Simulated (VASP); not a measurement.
# Ca2Ge3N (P-3m1) in VASP: further runs

Ca2Ge3N is run at these levels: PBE; tasks: single point.

Program: VASP 6.6.1. These are calculated values, not measurements. Logs are shortened: lines on timing, memory, paths and dates and some standing lists are left out, and cuts for length are marked.

### 1 The cell of the first run

It takes space group P-3m1 (No. 164, trigonal). Conventional cell: a = 3.554 Å, b = 3.554 Å, c = 11.290 Å, α = 90.00°, β = 90.00°, γ = 120.00°. Ca (site symmetry 3m) has 3 N at 2.41 Å and 3 Ca at 3.24 Å and 3 Ge at 3.38 Å within 3.4 Å. Ge (site symmetry 3m) has 9 Ge at 2.66 to 3.55 Å and 3 Ca at 3.38 Å within 3.6 Å. Ge (site symmetry -3m) has 12 Ge at 2.66 to 3.55 Å within 3.6 Å. Within 3.2 Å of N (site symmetry -3m) lie 6 Ca at 2.41 Å.

The cell was generated, and may not be a known phase.

### 2 Single point, PBE

Contents of INCAR:

```
ALGO = Normal
EDIFF = 1E-7
ENCUT = 520
GGA = PE
ISIF = 2
ISMEAR = 0
LASPH = True
LCHARG = False
LREAL = False
LWAVE = False
NBANDS = 42
NELM = 100
PREC = Accurate
SIGMA = 0.1
```

Contents of KPOINTS:

```
k-points
0
Gamma
  6 6 4
```

Contents of POSCAR:

```
Ca2Ge3N
1.0
    3.5536915441      0.0000000022      0.0000000000
   -1.7768457740      3.0775871533      0.0000000000
    0.0000000000      0.0000000000     11.2901117595
Ca Ge N
2 3 1
Direct
    0.6666666667      0.3333333333      0.8887714747
    0.3333333333      0.6666666667      0.1112285253
    0.6666666667      0.3333333333      0.3495219007
    0.3333333333      0.6666666667      0.6504780993
    0.0000000000      0.0000000000      0.5000000000
    0.0000000000      0.0000000000      0.0000000000
```

Potentials or basis: VASP PAW PBE potentials, release 64 (Ca_sv, Ge_d, N).

Launch:

```
cat potpaw_PBE.64/Ca_sv/POTCAR potpaw_PBE.64/Ge_d/POTCAR potpaw_PBE.64/N/POTCAR > POTCAR
mpirun -np 1 vasp_std > vasp.out
```

OUTCAR:

```text
EDIFF = 1E-7
   ENCUT = 520
   GGA = PE
   ISIF = 2
   ISMEAR = 0
   LASPH = True
   LREAL = False
   NELM = 100
   PREC = Accurate

 ion  position               nearest neighbor table
   1  0.667  0.333  0.889-   6 2.41   6 2.41   6 2.41
   2  0.333  0.667  0.111-   6 2.41   6 2.41   6 2.41
   3  0.667  0.333  0.350-   5 2.66   5 2.66   5 2.66
   4  0.333  0.667  0.650-   5 2.66   5 2.66   5 2.66
   5  0.000  0.000  0.500-   3 2.66   4 2.66   3 2.66   4 2.66   3 2.66   4 2.66
   6  0.000  0.000  0.000-   1 2.41   2 2.41   1 2.41   2 2.41   1 2.41   2 2.41

  LATTYP: Found a hexagonal cell.
 ALAT       =     3.5536915441
 C/A-ratio  =     3.1770094898

  Lattice vectors:

 A1 = (   3.5536915441,   0.0000000022,   0.0000000000)
 A2 = (  -1.7768457740,   3.0775871533,   0.0000000000)
 A3 = (   0.0000000000,   0.0000000000,  11.2901117595)

Analysis of symmetry for initial positions (statically):
=====================================================================
 Subroutine PRICEL returns:
 Original cell was already a primitive cell.

 Routine SETGRP: Setting up the symmetry group for a
 hexagonal supercell.

 Subroutine GETGRP returns: Found 12 space group operations
 (whereof 12 operations were pure point group operations)
 out of a pool of 24 trial point group operations.

The static configuration has the point symmetry D_3d.

Analysis of symmetry for dynamics (positions and initial velocities):
=====================================================================
 Subroutine PRICEL returns:
 Original cell was already a primitive cell.

 Routine SETGRP: Setting up the symmetry group for a
 hexagonal supercell.

 Subroutine GETGRP returns: Found 12 space group operations
 (whereof 12 operations were pure point group operations)
 out of a pool of 24 trial point group operations.

The dynamic configuration has the point symmetry D_3d.

 Subroutine INISYM returns: Found 12 space group operations
 (whereof 12 operations are pure point group operations),
 and found     1 'primitive' translations

----------------------------------------------------------------------------------------

                                     Primitive cell

  volume of cell :     123.4776

  direct lattice vectors                    reciprocal lattice vectors
     3.553691544  0.000000002  0.000000000     0.281397523  0.162464936  0.000000000
    -1.776845774  3.077587153  0.000000000    -0.000000000  0.324929872  0.000000000
     0.000000000  0.000000000 11.290111760     0.000000000  0.000000000  0.088573082

  length of vectors
     3.553691544  3.553691544 11.290111760     0.324929872  0.324929872  0.088573082

  position of ions in fractional coordinates (direct lattice)
     0.666666667  0.333333333  0.888771475
     0.333333333  0.666666667  0.111228525
     0.666666667  0.333333333  0.349521901
     0.333333333  0.666666667  0.650478099
     0.000000000  0.000000000  0.500000000
     0.000000000  0.000000000  0.000000000

  ion indices of the primitive-cell ions
   primitive index   ion index
                 1           1
                 2           2
                 3           3
                 4           4
                 5           5
                 6           6

----------------------------------------------------------------------------------------

 KPOINTS: k-points

Automatic generation of k-mesh.
 Grid dimensions read from file:
 generate k-points for:    6    6    4

 Generating k-lattice:

  Cartesian coordinates                     Fractional coordinates (reciprocal lattice)
     0.046899587  0.027077489  0.000000000     0.166666667 -0.000000000  0.000000000
    -0.000000000  0.054154979  0.000000000     0.000000000  0.166666667  0.000000000
     0.000000000  0.000000000  0.022143271     0.000000000  0.000000000  0.250000000

  Length of vectors
     0.054154979  0.054154979  0.022143271

  Shift w.r.t. Gamma in fractional coordinates (k-lattice)
     0.000000000  0.000000000  0.000000000

 Subroutine IBZKPT returns following result:
 ===========================================

 Found     24 irreducible k-points:

 Following reciprocal coordinates:
            Coordinates               Weight
  0.000000  0.000000  0.000000      1.000000
  0.166667 -0.000000  0.000000      6.000000
  0.333333 -0.000000  0.000000      6.000000
  0.500000  0.000000  0.000000      3.000000
  0.166667  0.166667  0.000000      6.000000
  0.333333  0.166667  0.000000     12.000000
[... 16 lines left out ...]
  0.333333  0.166667  0.500000     12.000000
  0.333333  0.333333  0.500000      2.000000
   k-points           NKPTS =     24   k-points in BZ     NKDIM =     24   number of bands    NBANDS=     42
   number of dos      NEDOS =    301   number of ions     NIONS =      6
   total plane-waves  NPLWV =  65856
   dimension x,y,z NGX =    28 NGY =   28 NGZ =   84
   dimension x,y,z NGXF=    56 NGYF=   56 NGZF=  168
   ions per type =               2   3   1
   NGX,Y,Z   is equivalent  to a cutoff of  13.10, 13.10, 12.37 a.u.
   NGXF,Y,Z  is equivalent  to a cutoff of  26.20, 26.20, 24.74 a.u.
 SYSTEM =  unknown system
   PREC   = accura    normal or accurate (medium, high low for compatibility)
   ISTART =      0    job   : 0-new  1-cont  2-samecut
   ICHARG =      2    charge: 1-file 2-atom 10-const
   ISPIN  =      1    spin polarized calculation?
   LNONCOLLINEAR =      F non collinear calculations
   LSORBIT =      F    spin-orbit coupling
   LASPH  =      T    aspherical Exc in radial PAW
   ENCUT  =  520.0 eV  38.22 Ry    6.18 a.u.   6.61  6.61 20.99*2*pi/ulx,y,z
   NELM   =    100;   NELMIN=  2; NELMDL= -5     # of ELM steps
   EDIFF  = 0.1E-06   stopping-criterion for ELM
   LREAL  =      F    real-space projection
   EDIFFG = 0.1E-05   stopping-criterion for IOM
   NSW    =      0    number of steps for IOM
   IBRION =     -1    ionic relax: 0-MD 1-quasi-New 2-CG
   NFREE  =      0    steps in history (QN), initial steepest desc. (CG)
   ISIF   =      2    stress and relaxation
   ISYM   =      2    0-nonsym 1-usesym 2-fastsym
   POTIM  = 0.5000    time-step for ionic-motion
   TEBEG  =    0.0;   TEEND  =   0.0 temperature during run
   PSTRESS=    0.0 pullay stress
   NELECT =      67.0000    total number of electrons
   NUPDOWN=      -1.0000    fix difference up-down
   EMIN   =  10.00;   EMAX   =-10.00  energy-range for DOS
   EFERMI =   0.00;   METHOD = LEGACY
   ISMEAR =     0;   SIGMA  =   0.10  broadening in eV -4-tet -1-fermi 0-gaus
   EFERMI_NEDOS =   21; number of points for ismear=-14 and -15
   IALGO  =     38    algorithm
   IMIX   =      4    mixing-type and parameters
     AMIX     =   0.40;   BMIX     =  1.00
     AMIX_MAG =   1.60;   BMIX_MAG =  1.00
  volume/ion in A,a.u.               =      20.58       138.88
  Fermi-wavevector in a.u.,A,eV,Ry     =   1.335274  2.523302 24.258590  1.782956
  Thomas-Fermi vector in A             =   2.463991
   LORBIT       =      0    0 simple, 1 ext, 2 COOP (PROOUT), +10 PAW based schemes
   GGA     = PE    functional components
   LHFCALC =     F    Hartree Fock is set to
   AEXX    =    0.0000 exact exchange contribution
   IVDW    =     0    specifies the selected vdW correction
   LEPSILON=     F    determine dielectric tensor
   LRPA    =     F    only Hartree local field effects (RPA)
 non-spin polarized calculation
 Gauss-broadening in eV      SIGMA  =   0.10
  energy-cutoff  :      520.00
  volume of cell :      123.48
 maximum number of plane-waves:      3402
 NGX is ok and might be reduce to    28
   NGX = 13   NGY = 13   NGZ = 41

 number of electron      67.0000001 magnetization

 Free energy of the ion-electron system (eV)
  ---------------------------------------------------
  ext. energy  EPLUGINS =         0.00000000
  ---------------------------------------------------
  free energy    TOTEN  =       -27.84473934 eV

  energy without entropy =      -27.83751506  energy(sigma->0) =      -27.84112720

 E-fermi :   4.3674     XC(G=0): -10.0181

 val. band max:        3.9682754933   @ k =   0.3333  -0.0000   0.2500
 cond. band min:       4.4534599533   @ k =   0.3333   0.1667   0.5000
 fundamental gap:      0.4851844600
 Fermi energy:         4.3674410294

 k-point     1 :       0.0000    0.0000    0.0000
  band No.  band energies     occupation
      1     -35.2451      2.00000
      2     -35.1685      2.00000
      3     -20.3806      2.00000
      4     -20.3806      2.00000
      5     -20.3313      2.00000
      6     -20.3313      2.00000
[... 34 lines left out ...]
     41       9.4950      0.00000
     42       9.5414      0.00000

 k-point     2 :       0.1667   -0.0000    0.0000
  band No.  band energies     occupation
      1     -35.2312      2.00000
      2     -35.1638      2.00000
      3     -20.3759      2.00000
      4     -20.3707      2.00000
      5     -20.3371      2.00000
      6     -20.3287      2.00000
[... 34 lines left out ...]
     41       9.3765      0.00000
     42       9.4287      0.00000

 k-point     3 :       0.3333   -0.0000    0.0000
  band No.  band energies     occupation
      1     -35.2006      2.00000
      2     -35.1569      2.00000
      3     -20.3670      2.00000
      4     -20.3484      2.00000
      5     -20.3457      2.00000
      6     -20.3196      2.00000
[... 34 lines left out ...]
     41       9.1803      0.00000
     42       9.2358      0.00000

 k-point     4 :       0.5000    0.0000    0.0000
  band No.  band energies     occupation
      1     -35.1816      2.00000
      2     -35.1572      2.00000
      3     -20.3627      2.00000
      4     -20.3510      2.00000
      5     -20.3332      2.00000
      6     -20.3132      2.00000
[... 844 lines left out ...]
     41       8.7309      0.00000
     42      10.0723      0.00000

 k-point    23 :       0.3333    0.1667    0.5000
  band No.  band energies     occupation
      1     -35.1818      2.00000
      2     -35.1569      2.00000
      3     -20.3589      2.00000
      4     -20.3430      2.00000
      5     -20.3328      2.00000
      6     -20.3231      2.00000
[... 34 lines left out ...]
     41       9.3076      0.00000
     42       9.6709      0.00000

 k-point    24 :       0.3333    0.3333    0.5000
  band No.  band energies     occupation
      1     -35.1647      2.00000
      2     -35.1647      2.00000
      3     -20.3417      2.00000
      4     -20.3417      2.00000
      5     -20.3335      2.00000
      6     -20.3228      2.00000
[... 34 lines left out ...]
     41       9.2248      0.00000
     42       9.6554      0.00000

------------------------ aborting loop because EDIFF is reached ----------------------------------------

  FORCE on cell =-STRESS in cart. coord.  units (eV):
  Direction    XX          YY          ZZ          XY          YZ          ZX
  --------------------------------------------------------------------------------------
  -------------------------------------------------------------------------------------
  Total        0.1533809      0.1533809      0.1128953     -0.0000000      0.0000000      0.0000000
  in kB        1.9901856      1.9901856      1.4648665     -0.0000000      0.0000000      0.0000000
  external PRESSURE =       1.8150792 kB  Pullay stress =       0.0000000 kB

 VOLUME and BASIS-vectors are now :
 -----------------------------------------------------------------------------
  energy-cutoff  :      520.00
  volume of cell :      123.48
      direct lattice vectors                 reciprocal lattice vectors
     3.553691544  0.000000002  0.000000000     0.281397523  0.162464936  0.000000000
    -1.776845774  3.077587153  0.000000000    -0.000000000  0.324929872  0.000000000
     0.000000000  0.000000000 11.290111760     0.000000000  0.000000000  0.088573082

 POSITION                                       TOTAL-FORCE (eV/Angst)
 -----------------------------------------------------------------------------------
      1.77685      1.02586     10.03433         0.000000     -0.000000     -0.043389
     -0.00000      2.05172      1.25578        -0.000000     -0.000000      0.043389
      1.77685      1.02586      3.94614        -0.000000      0.000000     -0.014739
     -0.00000      2.05172      7.34397         0.000000     -0.000000      0.014739
      0.00000      0.00000      5.64506         0.000000     -0.000000      0.000000
      0.00000      0.00000      0.00000         0.000000     -0.000000      0.000000
 -----------------------------------------------------------------------------------
    total drift:                                0.000000     -0.000000      0.000000

  FREE ENERGIE OF THE ION-ELECTRON SYSTEM (eV)
  ---------------------------------------------------
  free  energy   TOTEN  =       -27.8447393400 eV

  energy  without entropy=      -27.8375150626  energy(sigma->0) =      -27.84112720
```

Run time: 9.1 min. Hardware: 1 thread of Intel Xeon 8259CL, shared host; peak memory 0.31 GiB.

Results:

```yaml
Free_energy: -27.8447 eV
Pressure: 0.2 GPa
Largest_force: 0.043 eV/Å
Band_gap_on_the_k_mesh: zero (an odd number of electrons rules out a gap without spin polarisation)
```

Forces in eV/Å, atoms in the order of the input:
```
Ca   0.000  0.000 -0.043
Ca   0.000  0.000  0.043
Ge   0.000  0.000 -0.015
Ge   0.000  0.000  0.015
Ge   0.000  0.000  0.000
N    0.000  0.000  0.000
```

Levels at points of the mesh, in eV from the Fermi level:
| k point | band 30 | band 31 | band 32 | band 33 | band 34 | band 35 | band 36 | band 37 | band 38 | band 39 |
| --- | --- | --- | --- | --- | --- | --- | --- | --- | --- | --- |
| (0.00, 0.00, 0.00) | -0.85 | -0.85 | 1.27 | 1.78 | 1.78 | 3.00 | 3.00 | 4.11 | 4.27 | 4.27 |
| (0.50, 0.00, 0.00) | -1.82 | -1.21 | -1.07 | -0.89 | -0.74 | 0.46 | 1.77 | 1.96 | 2.28 | 3.83 |
| (0.00, 0.00, 0.50) | -0.85 | -0.85 | 1.77 | 1.77 | 2.49 | 3.05 | 3.06 | 3.06 | 4.25 | 4.25 |
| (0.50, 0.00, 0.50) | -2.22 | -1.27 | -0.92 | -0.82 | -0.81 | 0.62 | 1.79 | 1.92 | 2.13 | 3.81 |

### 3 Single point, PBE

This run uses another cell than the first one, of 22.11 Å³/atom.

Contents of INCAR:

```
SYSTEM = Ca2Ge3N
PREC = Accurate ; ENCUT = 520
EDIFF = 1E-6 ; ISMEAR = 0
SIGMA = 0.1 ; LREAL = .FALSE.
LASPH = .TRUE. ; NELM = 60
ALGO = Normal ; ISIF = 2
LWAVE = .FALSE. ; LCHARG = .FALSE.
GGA = PE ; NBANDS = 42
```

Contents of KPOINTS:

```
regular mesh
0
G
  6 6 4
  0 0 0
```

Contents of POSCAR:

```
Ca2Ge3N
1.0
    4.5950311300      0.0000000000      0.0000000000
   -2.2975155700      3.9794136900      0.0000000000
    0.0000000000      0.0000000000      7.2564613900
Ca Ge N
2 3 1
Direct
    0.6666666700      0.3333333300      0.7525866000
    0.3333333300      0.6666666700      0.2474134000
    0.6666666700      0.3333333300      0.3509370700
    0.3333333300      0.6666666700      0.6490629300
    0.0000000000      0.0000000000      0.5000000000
    0.0000000000      0.0000000000      0.0000000000
```

Potentials or basis: VASP PAW PBE potentials, release 64 (Ca_sv, Ge_d, N).

Launch:

```
cat potpaw_PBE.64/Ca_sv/POTCAR potpaw_PBE.64/Ge_d/POTCAR potpaw_PBE.64/N/POTCAR > POTCAR
mpirun -np 1 vasp_std > vasp.out
```

Wall time 7.6 min (1 thread of Intel Xeon 8259CL, shared host); peak memory 0.32 GiB.

It converged, with:

```yaml
Free_energy: -22.5072 eV
Pressure: 1.5 GPa
Largest_force: 3.023 eV/Å
Band_gap_on_the_k_mesh: zero (an odd number of electrons rules out a gap without spin polarisation)
```

Forces in eV/Å, atoms in the order of the input:
```
Ca   0.000  0.000  3.023
Ca   0.000  0.000 -3.023
Ge   0.000  0.000  0.481
Ge   0.000  0.000 -0.481
Ge   0.000  0.000  0.000
N    0.000  0.000  0.000
```

Stress tensor (GPa, compression positive):
```
 3.05  0.00  0.00
 0.00  3.05  0.00
 0.00  0.00 -1.74
```

Levels at points of the mesh, in eV from the Fermi level:
| k point | band 29 | band 30 | band 31 | band 32 | band 33 | band 34 | band 35 | band 36 | band 37 | band 38 |
| --- | --- | --- | --- | --- | --- | --- | --- | --- | --- | --- |
| (0.00, 0.00, 0.00) | -2.43 | -1.73 | -1.73 | -1.39 | -1.20 | -0.25 | -0.25 | 1.01 | 1.68 | 2.15 |
| (0.50, 0.00, 0.00) | -3.37 | -2.14 | -1.01 | -0.62 | -0.52 | 0.28 | 0.41 | 1.00 | 2.25 | 2.58 |
| (0.00, 0.00, 0.50) | -2.38 | -2.06 | -1.87 | -1.87 | -0.29 | -0.09 | -0.09 | 0.44 | 0.96 | 1.97 |
| (0.50, 0.00, 0.50) | -3.12 | -2.04 | -1.56 | -0.85 | -0.63 | 0.18 | 0.57 | 1.48 | 2.01 | 2.63 |

Caveat: forces of over 1 eV/Å act on the atoms, so gaps and moduli don't describe the material at rest.

[end of part 1 of 2]

The gap in the log of VASP goes by the Fermi energy; the results here count the filled bands.